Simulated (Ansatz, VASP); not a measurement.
# GdN: VASP beside Ansatz

The input INCAR:

```
ALGO = Normal
EDIFF = 1E-8
ENCUT = 520
GGA = PE
ISIF = 2
ISMEAR = -1
ISPIN = 2
LASPH = T
LCHARG = F
LEFG = T
LMAXMIX = 6
LORBIT = 11
LREAL = F
LWAVE = F
MAGMOM = 7 0
NBANDS = 22
NELM = 150
PREC = Accurate
SIGMA = 0.05
```

The input KPOINTS:

```
k-points
0
Gamma
  11 11 11
```

The input POSCAR:

```
GdN
1.0
    0.0000000000      2.4995000000      2.4995000000
    2.4995000000      0.0000000000      2.4995000000
    2.4995000000      2.4995000000      0.0000000000
Gd N
1 1
Direct
    0.0000000000      0.0000000000      0.0000000000
    0.5000000000      0.5000000000      0.5000000000
```

Input for Ansatz:

```yaml
crystal:
  lattice:
    - [0.0, 2.4995, 2.4995]
    - [2.4995, 0.0, 2.4995]
    - [2.4995, 2.4995, 0.0]
  atoms:
    - { symbol: Gd, position: [0.0, 0.0, 0.0], spin: 7.0 }
    - { symbol: "N", position: [0.5, 0.5, 0.5] }
magnetization:
  spin_polarized: true
kpoints:
  mp_grid: { grid: [11, 11, 11] }
  band_path:
    path:
      - [0.0, 0.0, 0.0]
      - [0.5, 0.0, 0.5]
      - [0.625, 0.25, 0.625]
      - [0.375, 0.375, 0.75]
      - [0.0, 0.0, 0.0]
      - [0.5, 0.5, 0.5]
      - [0.5, 0.25, 0.75]
      - [0.5, 0.0, 0.5]
    npoints: 8
scf:
  occupations: { method: fermi_dirac, width: 0.05 }
hamiltonian:
  xc: pbe
  pseudopotentials: { kind: paw }
output:
  forces: true
  stress: true
  eigenvalues: true
  efg: { contact_densities: true }
  populations: true
  bader: true
  dos: { projected: true, de: 0.2, e_range: [-14, 8] }
```

Alike in both runs: task electric field gradients; functional PBE; k mesh 11 × 11 × 11; occupations fermi-dirac, width 0.05 eV; collinear spin.

```csv
,VASP,Ansatz
version,VASP 6.6.1,Ansatz 0.2.0
potentials or method,"VASP PAW PBE potentials, release 64 (Gd, N)","PAW with Ansatz's default frozen-core files, scalar-relativistic"
plane-wave cutoff (eV),520,420
valence electrons in the cell,23,23
```

|  | VASP | Ansatz | Ansatz less VASP |
| --- | --- | --- | --- |
| pressure (GPa) | -1.3 | -1.3 | -0.07 |
| net moment per atom (μB) | 3.50 | 3.50 | 0.000 |
| size of the moment on the site where the two differ most (μB) | 6.80 | 6.87 | +0.063 |

Site moments also hang on the region over which each program counts them.

Spin-orbit coupling is off throughout.
